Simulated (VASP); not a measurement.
# TiN (k07) (Fm-3m) in VASP: notebook, part 2 of 2

VASP 6.6.1.

## 4. Single point, LDA

File INCAR:

```
PREC = Accurate ; ENCUT = 520
EDIFF = 1E-6 ; ISMEAR = 0
SIGMA = 0.1 ; LREAL = F
LASPH = T ; NELM = 100
ALGO = Normal ; ISIF = 2
LWAVE = F ; LCHARG = F
NBANDS = 16
```

File KPOINTS:

```
regular mesh
0
Gamma
  24 24 24
```

File POSCAR:

```
TiN
1.0
    0.0000000000      2.0858815612      2.0858815612
    2.0858815612      0.0000000000      2.0858815612
    2.0858815612      2.0858815612      0.0000000000
Ti N
1 1
Direct
    0.0000000000      0.0000000000      0.0000000000
    0.5000000000      0.5000000000      0.5000000000
```

Potentials or basis: VASP PAW LDA potentials, release 64 (Ti_sv, N).

The run is started by

```bash
cat potpaw_LDA.64/Ti_sv/POTCAR potpaw_LDA.64/N/POTCAR > POTCAR
mpirun -np 1 vasp_std > vasp.out
```

OUTCAR:

```text
PREC = Accurate
   ENCUT = 520
   EDIFF = 1E-6
   ISMEAR = 0
   LREAL = F
   LASPH = T
   NELM = 100
   ISIF = 2

 ion  position               nearest neighbor table
   1  0.000  0.000  0.000-   2 2.09   2 2.09   2 2.09   2 2.09   2 2.09   2 2.09
   2  0.500  0.500  0.500-   1 2.09   1 2.09   1 2.09   1 2.09   1 2.09   1 2.09

  LATTYP: Found a face centered cubic cell.
 ALAT       =     4.1717631224

  Lattice vectors:

 A1 = (   0.0000000000,   2.0858815612,   2.0858815612)
 A2 = (   2.0858815612,   0.0000000000,   2.0858815612)
 A3 = (   2.0858815612,   2.0858815612,   0.0000000000)

Analysis of symmetry for initial positions (statically):
=====================================================================
 Subroutine PRICEL returns:
 Original cell was already a primitive cell.

 Routine SETGRP: Setting up the symmetry group for a
 face centered cubic supercell.

 Subroutine GETGRP returns: Found 48 space group operations
 (whereof 48 operations were pure point group operations)
 out of a pool of 48 trial point group operations.

The static configuration has the point symmetry O_h .

Analysis of symmetry for dynamics (positions and initial velocities):
=====================================================================
 Subroutine PRICEL returns:
 Original cell was already a primitive cell.

 Routine SETGRP: Setting up the symmetry group for a
 face centered cubic supercell.

 Subroutine GETGRP returns: Found 48 space group operations
 (whereof 48 operations were pure point group operations)
 out of a pool of 48 trial point group operations.

The dynamic configuration has the point symmetry O_h .

 Subroutine INISYM returns: Found 48 space group operations
 (whereof 48 operations are pure point group operations),
 and found     1 'primitive' translations
[... 104 lines left out ...]
   TEBEG  =    0.0;   TEEND  =   0.0 temperature during run
   PSTRESS=    0.0 pullay stress
   NELECT =      17.0000    total number of electrons
   NUPDOWN=      -1.0000    fix difference up-down
   EMIN   =  10.00;   EMAX   =-10.00  energy-range for DOS
   EFERMI =   0.00;   METHOD = LEGACY
   ISMEAR =     0;   SIGMA  =   0.10  broadening in eV -4-tet -1-fermi 0-gaus
   EFERMI_NEDOS =   21; number of points for ismear=-14 and -15
   IALGO  =     38    algorithm
   IMIX   =      4    mixing-type and parameters
     AMIX     =   0.40;   BMIX     =  1.00
     AMIX_MAG =   1.60;   BMIX_MAG =  1.00
  volume/ion in A,a.u.               =       9.08        61.24
  Fermi-wavevector in a.u.,A,eV,Ry     =   1.601738  3.026846 34.906628  2.565565
  Thomas-Fermi vector in A             =   2.698669
   LORBIT       =      0    0 simple, 1 ext, 2 COOP (PROOUT), +10 PAW based schemes
   GGA     = CA    functional components
   LHFCALC =     F    Hartree Fock is set to
   AEXX    =    0.0000 exact exchange contribution
   IVDW    =     0    specifies the selected vdW correction
   LEPSILON=     F    determine dielectric tensor
   LRPA    =     F    only Hartree local field effects (RPA)
 non-spin polarized calculation
 Gauss-broadening in eV      SIGMA  =   0.10
  energy-cutoff  :      520.00
  volume of cell :       18.15
 maximum number of plane-waves:       531
 NGX is ok and might be reduce to    24
   NGX = 11   NGY = 11   NGZ = 11

 number of electron      16.9999996 magnetization

 Free energy of the ion-electron system (eV)
  ---------------------------------------------------
  ext. energy  EPLUGINS =         0.00000000
  ---------------------------------------------------
  free energy    TOTEN  =       -21.67397600 eV

  energy without entropy =      -21.66986092  energy(sigma->0) =      -21.67191846

 E-fermi :  11.8678     XC(G=0): -13.6469

 val. band max:       11.8677450335   @ k =  -0.0833   0.0833   0.0000
 cond. band min:      11.8713947112   @ k =   0.3750   0.1250   0.0000
 fundamental gap:      0.0036496776
 Fermi energy:        11.8678364671

 k-point     1 :       0.0000    0.0000    0.0000
  band No.  band energies     occupation
      1     -45.2079      2.00000
      2     -21.5231      2.00000
      3     -21.5231      2.00000
      4     -21.5231      2.00000
      5      -5.2659      2.00000
      6       9.8068      2.00000
[... 433 lines left out ...]
      3     -21.5940      2.00000
      4     -21.5934      2.00000
      5      -2.6441      2.00000
      6       3.7053      2.00000
[... 8 lines left out ...]
     15      26.0684      0.00000
     16      27.0160      0.00000

 [... further k-points ...]
[... 5 lines left out ...]
  --------------------------------------------------------------------------------------
  -------------------------------------------------------------------------------------
  Total        0.1158036      0.1158036      0.1158036      0.0000000      0.0000000      0.0000000
  in kB       10.2219463     10.2219463     10.2219463      0.0000000      0.0000000      0.0000000
  external PRESSURE =      10.2219463 kB  Pullay stress =       0.0000000 kB

 VOLUME and BASIS-vectors are now :
 -----------------------------------------------------------------------------
  energy-cutoff  :      520.00
  volume of cell :       18.15
      direct lattice vectors                 reciprocal lattice vectors
     0.000000000  2.085881561  2.085881561    -0.239706803  0.239706803  0.239706803
     2.085881561  0.000000000  2.085881561     0.239706803 -0.239706803  0.239706803
     2.085881561  2.085881561  0.000000000     0.239706803  0.239706803 -0.239706803

 POSITION                                       TOTAL-FORCE (eV/Angst)
 -----------------------------------------------------------------------------------
      0.00000      0.00000      0.00000        -0.000000     -0.000000      0.000000
      2.08588      2.08588      2.08588         0.000000      0.000000     -0.000000
 -----------------------------------------------------------------------------------
    total drift:                                0.000000     -0.000000     -0.000000

  FREE ENERGIE OF THE ION-ELECTRON SYSTEM (eV)
  ---------------------------------------------------
  free  energy   TOTEN  =       -21.6739760015 eV

  energy  without entropy=      -21.6698609172  energy(sigma->0) =      -21.67191846
```

It took 66 s on 1 thread of Intel Xeon 6975P-C, shared host; peak memory 0.23 GiB.

What came out:

```
Free energy : -21.6740 eV
Pressure    : 1.0 GPa
```

## 5. Single point, LDA

File INCAR:

```
SYSTEM = TiN
ALGO = Normal
EDIFF = 1E-6
ENCUT = 520
GGA = CA
ISIF = 2
ISMEAR = -1
LASPH = .True.
LCHARG = .False.
LREAL = .False.
LWAVE = .False.
NBANDS = 16
NELM = 60
PREC = Accurate
SIGMA = 0.15
```

File KPOINTS:

```
k-points
0
Gamma
  24 24 24
  0 0 0
```

File POSCAR:

```
TiN
1.0
    0.0000000000      2.0866062229      2.0866062229
    2.0866062229      0.0000000000      2.0866062229
    2.0866062229      2.0866062229      0.0000000000
Ti N
1 1
Direct
    0.0000000000      0.0000000000      0.0000000000
    0.5000000000      0.5000000000      0.5000000000
```

The run is started by

```bash
cat potpaw_LDA.64/Ti_sv/POTCAR potpaw_LDA.64/N/POTCAR > POTCAR
mpirun -np 1 vasp_std > vasp.out
```

Run time: 71 s. Hardware: 1 thread of Intel Xeon 6975P-C, shared host; peak memory 0.23 GiB.

The run converged. Its results:

```
Free energy : -21.7014 eV
Pressure    : 1.0 GPa
```

Levels at points of the mesh, in eV from the Fermi level:
| k point | band 4 | band 5 | band 6 | band 7 | band 8 | band 9 | band 10 | band 11 | band 12 | band 13 |
| --- | --- | --- | --- | --- | --- | --- | --- | --- | --- | --- |
| (0.00, 0.00, 0.00) | -33.37 | -17.11 | -2.04 | -2.04 | -2.04 | -0.67 | -0.67 | -0.67 | 0.62 | 0.62 |
| (0.50, 0.00, 0.00) | -33.43 | -14.36 | -8.34 | -5.71 | -5.71 | 1.84 | 1.84 | 2.58 | 6.17 | 6.17 |
| (0.50, 0.50, 0.00) | -33.62 | -15.67 | -5.85 | -3.30 | -3.23 | -3.23 | 1.78 | 2.61 | 2.61 | 4.07 |

## 6. Overview

| task | cell | k mesh | cutoff (eV) | smearing | gap on the mesh (eV) | pressure (GPa) |
| --- | --- | --- | --- | --- | --- | --- |
| single point | a = 2.950 Å, angles 60.0°, 2 atoms | 8 × 8 × 8 | 520 | gaussian 0.1 eV | none | 1.1 |
| relaxation of cell and atoms | relaxed from a = 2.999 Å, angles 60.0°, 2 atoms | 8 × 8 × 8 | 600 | gaussian 0.1 eV | none | -0.2 |
| single point | a = 2.950 Å, angles 60.0°, 2 atoms | 24 × 24 × 24 | 520 | gaussian 0.1 eV | none | 1.0 |
| single point | a = 2.951 Å, angles 60.0°, 2 atoms | 24 × 24 × 24 | 520 | fermi-dirac 0.15 eV | none | 1.0 |

Alike in all rows: level LDA; potentials or basis VASP PAW LDA potentials, release 64 (Ti_sv, N); no spin polarisation.

Every run on the cell as given and a fine mesh finds a metal.

Absolute energies hang on the potentials; compare differences alone.
